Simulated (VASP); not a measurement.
# Be16H (a cell with a defect) in VASP: notebook

Runs on Be16H (a cell with a defect). Level: PBEsol. Tasks: single point.

Everything below comes from runs of VASP 6.6.1. Logs are shortened: lines on timing, memory, paths and dates and some standing lists are left out, and cuts for length are marked.

### Step 1. The cell of the first run

The cell holds a defect, 17 atoms: a = 4.580 Å, b = 3.966 Å, c = 7.177 Å, α = 90.00°, β = 90.00°, γ = 90.00°.

### Step 2. Single point, PBEsol

Contents of INCAR:

```
SYSTEM = Be16H
PREC     = Accurate       ! precision mode
ENCUT    = 520            ! plane-wave cutoff, eV
EDIFF    = 1E-7           ! SCF threshold, eV
ISMEAR   = 0              ! smearing method
SIGMA    = 0.15           ! smearing width, eV
LREAL    = Auto         
LASPH    = .True.         ! aspherical terms in the spheres
NELM     = 80             ! most SCF steps
ALGO     = Normal         ! electronic algorithm
ISIF     = 2              ! what is computed and relaxed
LWAVE    = .False.        ! write WAVECAR
LCHARG   = .False.        ! write CHGCAR
GGA      = PS             ! functional
NBANDS   = 30             ! bands
```

Contents of KPOINTS:

```
Automatic mesh
0
Gamma
  5 5 3
  0 0 0
```

Contents of POSCAR:

```
Be16H
1.0
   -2.2900000000     -3.9663960000      0.0000000000
    3.4350000000     -1.9831980000      0.0000000000
    0.0000000000      0.0000000000      7.1768600000
Be H
16 1
Direct
    0.7377760266      0.4933310337      0.0036311144
    0.4999485190      0.3346812543      0.2511135789
    0.7496683594      0.4984461552      0.5000137943
    0.4999378853      0.3352546601      0.7480820303
    0.4999678222     -0.0001393558     -0.0009442848
    0.2513045532      0.8348761068      0.2519756551
    0.4999256398      0.0043454774      0.4967275382
    0.2550895386      0.8383685716      0.7452093255
    0.2621243536      0.4931524802      0.0036451874
   -0.0000725166      0.3311397196      0.2542478187
    0.2501939273      0.4984428220      0.5000163024
   -0.0000805865      0.3237582116      0.7455934768
   -0.0001344655      0.0130498032      0.0035639542
    0.7485541362      0.8348797590      0.2519787205
   -0.0000675294     -0.0050671448      0.4983274022
    0.7447428703      0.8383852032      0.7451980393
    0.0000604918      0.6613666743      0.9374980145
```

Potentials or basis: VASP PAW PBE potentials, release 64 (Be, H).

On the command line:

```
> cat potpaw_PBE.64/Be/POTCAR potpaw_PBE.64/H/POTCAR > POTCAR
> mpirun -np 1 vasp_std > vasp.out
```

OUTCAR:

```text
SYSTEM = Be16H
   PREC = Accurate
   ENCUT = 520
   EDIFF = 1E-7
   ISMEAR = 0
   LREAL = Auto
   LASPH = .True.
   NELM = 80
   ISIF = 2
   GGA = PS

 ion  position               nearest neighbor table
   1  0.738  0.493  0.004-  17 1.45   2 2.18   9 2.18   4 2.22  14 2.24   5 2.24  13 2.25  10 2.26
                             5 2.29  16 2.31  12 2.31  13 2.39
   2  0.500  0.335  0.251-   9 2.18   1 2.18   7 2.20   3 2.22  11 2.22   5 2.24  14 2.29   6 2.29
                            14 2.29   6 2.29  10 2.29  10 2.29
   3  0.750  0.498  0.500-  10 2.21   4 2.21  12 2.21  16 2.22   2 2.22  14 2.22   7 2.27  15 2.28
                            11 2.29  11 2.29  15 2.30   7 2.31
   4  0.500  0.335  0.748-   3 2.21  11 2.21   9 2.22   1 2.22   7 2.23   5 2.24  16 2.27   8 2.27
                            16 2.29   8 2.29  12 2.29  12 2.29
   5  0.500  1.000  0.999-  16 2.23   8 2.23   4 2.24   9 2.24   1 2.24  14 2.24   6 2.24   2 2.24
                             1 2.29   9 2.29  13 2.29  13 2.29
   6  0.251  0.835  0.252-   7 2.20  15 2.20  11 2.22  13 2.24   9 2.24   5 2.24  14 2.28  10 2.28
                             2 2.29   2 2.29  14 2.30  10 2.31
   7  0.500  0.004  0.497-   2 2.20  14 2.20   6 2.20  16 2.21   8 2.21   4 2.23  11 2.27   3 2.27
                            15 2.29  15 2.29  11 2.31   3 2.31
   8  0.255  0.838  0.745-   7 2.21  15 2.21  11 2.22   5 2.23  16 2.24  12 2.25   4 2.27   4 2.29
                            13 2.30   9 2.31  16 2.34  12 2.35
   9  0.262  0.493  0.004-  17 1.45   2 2.18   1 2.18   4 2.22   6 2.24   5 2.24  13 2.25  10 2.26
                             5 2.29   8 2.31  12 2.31  13 2.39
  10  1.000  0.331  0.254-  13 2.20  15 2.20   3 2.21  11 2.21   9 2.26   1 2.26  14 2.28   6 2.28
                             2 2.29   2 2.29   6 2.31  14 2.31
  11  0.250  0.498  0.500-  10 2.21   4 2.21  12 2.21   8 2.22   2 2.22   6 2.22   7 2.27  15 2.28
                             3 2.29   3 2.29  15 2.30   7 2.31
  12  1.000  0.324  0.746-  15 2.20   3 2.21  11 2.21  13 2.22  16 2.25   8 2.25   4 2.29   4 2.29
                             1 2.31   9 2.31   8 2.35  16 2.35
  13  1.000  0.013  0.004-  17 1.47  10 2.20  12 2.22  14 2.24   6 2.24   9 2.25   1 2.25   5 2.29
                             5 2.29  16 2.30   8 2.30   1 2.39   9 2.39
  14  0.749  0.835  0.252-   7 2.20  15 2.20   3 2.22  13 2.24   1 2.24   5 2.24   6 2.28  10 2.28
                             2 2.29   2 2.29   6 2.30  10 2.31
  15  1.000  0.995  0.498-  10 2.20  12 2.20  14 2.20   6 2.20  16 2.21   8 2.21   3 2.28  11 2.28
                             7 2.29   7 2.29  11 2.30   3 2.30
  16  0.745  0.838  0.745-   7 2.21  15 2.21   3 2.22   5 2.23   8 2.24  12 2.25   4 2.27   4 2.29
                            13 2.30   1 2.31   8 2.34  12 2.35
  17  0.000  0.661  0.937-   9 1.45   1 1.45  13 1.47

  LATTYP: Found a simple orthorhombic cell.
 ALAT       =     3.9663962620
 B/A-ratio  =     1.1547004875
 C/A-ratio  =     1.8094157835

  Lattice vectors:

 A1 = (  -3.4350000000,   1.9831980000,   0.0000000000)
 A2 = (  -2.2900000000,  -3.9663960000,   0.0000000000)
 A3 = (   0.0000000000,   0.0000000000,   7.1768600000)

Analysis of symmetry for initial positions (statically):
[... 176 lines left out ...]
  volume/ion in A,a.u.               =       7.67        51.75
  Fermi-wavevector in a.u.,A,eV,Ry     =   1.035573  1.956950 14.591049  1.072412
  Thomas-Fermi vector in A             =   2.169923
   LORBIT       =      0    0 simple, 1 ext, 2 COOP (PROOUT), +10 PAW based schemes
   GGA     = PS    functional components
   LHFCALC =     F    Hartree Fock is set to
   AEXX    =    0.0000 exact exchange contribution
   IVDW    =     0    specifies the selected vdW correction
   LEPSILON=     F    determine dielectric tensor
   LRPA    =     F    only Hartree local field effects (RPA)
 non-spin polarized calculation
 Gauss-broadening in eV      SIGMA  =   0.15
  energy-cutoff  :      520.00
  volume of cell :      130.38
 maximum number of plane-waves:      3529
 NGX is ok and might be reduce to    36
   NGX = 17   NGY = 15   NGZ = 27

 number of electron      33.0000001 magnetization

 Free energy of the ion-electron system (eV)
  ---------------------------------------------------
  ext. energy  EPLUGINS =         0.00000000
  ---------------------------------------------------
  free energy    TOTEN  =       -65.24811043 eV

  energy without entropy =      -65.22025028  energy(sigma->0) =      -65.23418035

 E-fermi :   7.2717     XC(G=0): -10.5879

 val. band max:        7.2386384409   @ k =   0.4000  -0.2000  -0.3333
 cond. band min:       7.2913448645   @ k =   0.4000   0.4000   0.0000
 fundamental gap:      0.0527064237
 Fermi energy:         7.2716712549

 k-point     1 :       0.0000    0.0000    0.0000
  band No.  band energies     occupation
      1      -5.0897      2.00000
      2      -2.9694      2.00000
      3      -2.1958      2.00000
      4      -0.2566      2.00000
      5       0.9501      2.00000
      6       1.5052      2.00000
[... 733 lines left out ...]
     27      12.0275      0.00000
     28      12.4831      0.00000

 [... further k-points ...]

 [bands above 28 left out]

------------------------ aborting loop because EDIFF is reached ----------------------------------------

  FORCE on cell =-STRESS in cart. coord.  units (eV):
  Direction    XX          YY          ZZ          XY          YZ          ZX
  --------------------------------------------------------------------------------------
  -------------------------------------------------------------------------------------
  Total       -0.4504168      0.4768300     -0.3827085      0.8080313      0.0400366     -0.0701851
  in kB       -5.5351473      5.8597368     -4.7030836      9.9298513      0.4920081     -0.8625006
  external PRESSURE =      -1.4594980 kB  Pullay stress =       0.0000000 kB

 VOLUME and BASIS-vectors are now :
 -----------------------------------------------------------------------------
  energy-cutoff  :      520.00
  volume of cell :      130.38
      direct lattice vectors                 reciprocal lattice vectors
    -2.290000000 -3.966396000  0.000000000    -0.109170306 -0.189088533  0.000000000
     3.435000000 -1.983198000  0.000000000     0.218340611 -0.126059022  0.000000000
     0.000000000  0.000000000  7.176860000     0.000000000  0.000000000  0.139336702

 POSITION                                       TOTAL-FORCE (eV/Angst)
 -----------------------------------------------------------------------------------
      0.00508     -3.90469      0.02606         0.001075     -0.014920      0.109763
      0.00475     -2.64673      1.80221        -0.010708      0.006384      0.051586
     -0.00458     -3.96200      3.58853         0.002881      0.000877      0.054945
      0.00674     -2.64783      5.36888        -0.005873      0.003295      0.053331
      2.28959     -3.96599      7.17008         0.014308     -0.007941      0.040833
      2.29231     -2.65250      1.80839        -0.001827      0.017296      0.013785
[... 9 lines left out ...]
      1.17439     -4.61663      5.34818         0.028038      0.011883      0.056196
      2.27166     -1.31186      6.72829        -0.035661      0.021163     -0.879652
 -----------------------------------------------------------------------------------
    total drift:                               -0.000278     -0.000164      0.002468

  FREE ENERGIE OF THE ION-ELECTRON SYSTEM (eV)
  ---------------------------------------------------
  free  energy   TOTEN  =       -65.2481104274 eV

  energy  without entropy=      -65.2202502818  energy(sigma->0) =      -65.23418035
```

OSZICAR:

```text
N       E                     dE             d eps       ncg     rms          rms(c)
DAV:   1     0.307779323849E+02    0.30778E+02   -0.12607E+04  2280   0.926E+02
DAV:   2    -0.612041192907E+02   -0.91982E+02   -0.84767E+02  2992   0.172E+02
DAV:   3    -0.655713560787E+02   -0.43672E+01   -0.42584E+01  2994   0.308E+01
DAV:   4    -0.656246647199E+02   -0.53309E-01   -0.53134E-01  2904   0.386E+00
DAV:   5    -0.656252610779E+02   -0.59636E-03   -0.59618E-03  2836   0.325E-01    0.399E+00
DAV:   6    -0.653452070210E+02    0.28005E+00   -0.89360E-02  2988   0.181E+00    0.234E+00
DAV:   7    -0.652507963641E+02    0.94411E-01   -0.11884E-01  2688   0.174E+00    0.459E-01
DAV:   8    -0.652486498101E+02    0.21466E-02   -0.10142E-02  2782   0.524E-01    0.199E-01
DAV:   9    -0.652481004874E+02    0.54932E-03   -0.15444E-03  2714   0.181E-01    0.325E-02
DAV:  10    -0.652481075126E+02   -0.70252E-05   -0.26161E-04  2844   0.784E-02    0.768E-03
DAV:  11    -0.652481087642E+02   -0.12516E-05   -0.44431E-06  2996   0.964E-03    0.277E-03
DAV:  12    -0.652481100893E+02   -0.13251E-05   -0.39286E-07  2764   0.302E-03    0.808E-04
DAV:  13    -0.652481103587E+02   -0.26939E-06   -0.68525E-08  1884   0.130E-03    0.323E-04
DAV:  14    -0.652481104274E+02   -0.68664E-07   -0.12095E-08  1782   0.534E-04
   1 F= -.65248110E+02 E0= -.65234180E+02  d E =-.278601E-01
```

stdout:

```text
POSCAR found type information on POSCAR BeH
 POSCAR found :  2 types and      17 ions
 scaLAPACK will be used
 -----------------------------------------------------------------------------
|                                                                             |
|                                                                             |
|     You enforced a specific xc type in the INCAR file but a different       |
|     I HOPE YOU KNOW WHAT YOU ARE DOING!                                     |
|                                                                             |
 -----------------------------------------------------------------------------

 LDA part: xc-table for (Slater+PW92), standard interpolation
 POSCAR, INCAR and KPOINTS ok, starting setup
 FFT: planning ... GRIDC
 FFT: planning ... GRID_SOFT
 FFT: planning ... GRID
 WAVECAR not read
 entering main loop
```

It took 3.1 min on 1 thread of AMD EPYC 7R43 (Zen 3), shared host; peak memory 0.23 GiB.

What came out:

| Property | Result |
| --- | --- |
| Free energy | -65.2481 eV |
| Pressure | -0.1 GPa |
| Largest force | 0.881 eV/Å |

Forces in eV/Å, atoms in the order of the input:
```
Be   0.001 -0.015  0.110
Be  -0.011  0.006  0.052
Be   0.003  0.001  0.055
Be  -0.006  0.003  0.053
Be   0.014 -0.008  0.041
Be  -0.002  0.017  0.014
Be  -0.003  0.001  0.012
Be   0.004 -0.030  0.056
Be   0.014  0.006  0.110
Be   0.040 -0.023  0.031
Be   0.001 -0.003  0.055
Be  -0.008  0.004  0.080
Be  -0.021  0.012  0.111
Be  -0.016 -0.007  0.014
Be  -0.003  0.002  0.030
Be   0.028  0.012  0.056
H   -0.036  0.021 -0.880
```

Stress tensor (GPa, compression positive):
```
-0.55  0.99 -0.09
 0.99  0.59  0.05
-0.09  0.05 -0.47
```

Levels at points of the mesh, in eV from the Fermi level:
| k point | band 14 | band 15 | band 16 | band 17 | band 18 | band 19 |
| --- | --- | --- | --- | --- | --- | --- |
| (0.00, 0.00, 0.00) | -3.57 | -0.47 | 0.20 | 0.44 | 0.80 | 0.91 |

Caveat: the PAW data sets were made with another functional, which shifts forces and pressure a little.

### Step 3. Single point, PBEsol

Contents of INCAR:

```
SYSTEM = Be16H
PREC = Accurate ; ENCUT = 520
EDIFF = 1E-6 ; ISMEAR = 0
SIGMA = 0.15 ; LREAL = Auto
LASPH = .True. ; NELM = 100
ALGO = Normal ; ISIF = 2
LWAVE = .False. ; LCHARG = .False.
GGA = PS ; NBANDS = 30
```

KPOINTS is that of step 2.

Contents of POSCAR:

```
Be16H
1.0
   -2.2900000000     -3.9663960000      0.0000000000
    3.4350000000     -1.9831980000      0.0000000000
    0.0000000000      0.0000000000      7.1768600000
Be H
16 1
Direct
    0.7383956703      0.4929292824     -0.0034942858
    0.5005932492      0.3347829813      0.2520121613
    0.7503025662      0.4979900659      0.5000883395
    0.5005843257      0.3342527237      0.7489850715
    0.5006286367     -0.0006199190      0.0010476727
    0.2557368844      0.8379043567      0.2549187249
    0.5005567527      0.0038980971      0.5033680468
    0.2519282254      0.8344269683      0.7481034882
    0.2627889520      0.4926668704     -0.0035197844
    0.0005542080      0.3232550615      0.2545231480
    0.2508253212      0.4979787440      0.5000766352
    0.0005540901      0.3306529451      0.7458368980
    0.0004729633      0.0125499523     -0.0034183473
    0.7453763855      0.8379047810      0.2549385107
    0.0005628778     -0.0055141222      0.5017791903
    0.7491710477      0.8344421249      0.7481000047
    0.0007719911      0.6607559999      1.0623710090
```

Potentials or basis: VASP PAW PBE potentials, release 64 (Be, H).

On the command line:

```
> cat potpaw_PBE.64/Be/POTCAR potpaw_PBE.64/H/POTCAR > POTCAR
> mpirun -np 1 vasp_std > vasp.out
```

It took 3 min on 1 thread of AMD EPYC 7R43 (Zen 3), shared host; peak memory 0.24 GiB.

The run converged. Its results:

```
Free energy   : -65.2466 eV
Pressure      : -0.1 GPa
Largest force : 0.880 eV/Å
```

Forces in eV/Å, atoms in the order of the input:
```
Be   0.000 -0.013 -0.112
Be  -0.005  0.004 -0.052
Be   0.003  0.001 -0.055
Be  -0.011  0.006 -0.051
Be   0.015 -0.008 -0.040
Be   0.004 -0.030 -0.057
Be  -0.002  0.002 -0.012
Be  -0.002  0.017 -0.013
Be   0.012  0.005 -0.112
Be  -0.007  0.004 -0.080
Be   0.001 -0.003 -0.055
Be   0.040 -0.023 -0.030
Be  -0.021  0.012 -0.112
Be   0.028  0.011 -0.057
Be  -0.004  0.002 -0.030
Be  -0.017 -0.007 -0.012
H   -0.034  0.021  0.879
```

Stress tensor (GPa, compression positive):
```
-0.55  0.99  0.09
 0.99  0.59 -0.05
 0.09 -0.05 -0.46
```

Levels at points of the mesh, in eV from the Fermi level:
```csv
k point,band 12,band 13,band 14,band 15,band 16,band 17,band 18,band 19,band 20,band 21
"(0.00, 0.00, 0.00)",-4.15,-3.99,-3.56,-0.47,0.21,0.44,0.81,0.91,1.12,1.16
```

Caveat: the PAW data sets were made with another functional, which shifts forces and pressure a little.

### Step 4. Single point, PBEsol

Contents of INCAR:

```
SYSTEM = Be16H
  PREC = Accurate
  ENCUT = 520
  EDIFF = 1E-6
  ISMEAR = 0
  SIGMA = 0.15
  LREAL = Auto
  LASPH = .True.
  NELM = 100
  ALGO = Normal
  ISIF = 2
  LWAVE = .False.
  LCHARG = .False.
  GGA = PS
  NBANDS = 30
```

Contents of KPOINTS:

```
regular mesh
0
Gamma
  5 5 3
  0 0 0
```

Contents of POSCAR:

```
Be16H
1.0
   -2.2900000000     -3.9663960000      0.0000000000
    3.4350000000     -1.9831980000      0.0000000000
    0.0000000000      0.0000000000      7.1768600000
Be H
16 1
Direct
    0.7395823013      0.4976833974      0.0036308358
    0.5001515553      0.3339292756      0.2513315015
    0.7493821136      0.4987872024      0.5000303754
    0.5000953422      0.3346361961      0.7480346558
    0.5009243170      0.0006377542     -0.0010691305
    0.2503597959      0.8345807664      0.2508131690
    0.4994071401      0.0040679333      0.4961870512
    0.2548286340      0.8389503848      0.7459635551
    0.2606637886      0.4904276786      0.0043893848
   -0.0006288459      0.3333964899      0.2535468157
    0.2499557166      0.4985824137      0.5002697559
   -0.0009102439      0.3244458636      0.7465490479
   -0.0031524993      0.0103262814      0.0038504304
    0.7483322556      0.8350194659      0.2509402441
   -0.0003305932     -0.0050139908      0.4980485895
    0.7431763136      0.8395492746      0.7453582765
    0.0052909449      0.6596018235      0.9163635629
```

On the command line:

```
> cat potpaw_PBE.64/Be/POTCAR potpaw_PBE.64/H/POTCAR > POTCAR
> mpirun -np 1 vasp_std > vasp.out
```

It took 2 min on 1 thread of Intel Xeon 6975P-C (Granite Rapids), shared host; peak memory 0.27 GiB.

Results (log left out):

- Free energy: -65.3792 eV
- Pressure: -0.6 GPa
- Largest force: 0.779 eV/Å

Forces in eV/Å, atoms in the order of the input:
```
Be  -0.032 -0.026  0.072
Be  -0.007  0.007  0.049
Be   0.000 -0.002  0.054
Be  -0.006  0.007  0.048
Be   0.023  0.004  0.048
Be   0.002  0.006  0.010
Be  -0.008  0.003  0.020
Be   0.004 -0.025  0.062
Be   0.073  0.019  0.071
Be   0.033 -0.023  0.025
Be   0.002  0.001  0.054
Be  -0.006 -0.002  0.080
Be  -0.061 -0.006  0.076
Be  -0.012 -0.010  0.011
Be  -0.004  0.004  0.036
Be   0.011  0.003  0.064
H   -0.011  0.040 -0.778
```

Stress tensor (GPa, compression positive):
```
-0.59  1.05 -0.14
 1.05  0.42  0.07
-0.14  0.07 -1.60
```

Levels at points of the mesh, in eV from the Fermi level:
```tsv
k point	band 14	band 15	band 16	band 17	band 18	band 19
(0.00, 0.00, 0.00)	-3.64	-0.37	0.14	0.35	0.63	0.81
```

Caveat: the PAW data sets were made with another functional, which shifts forces and pressure a little.

(Part 1 of 2 ends here.)
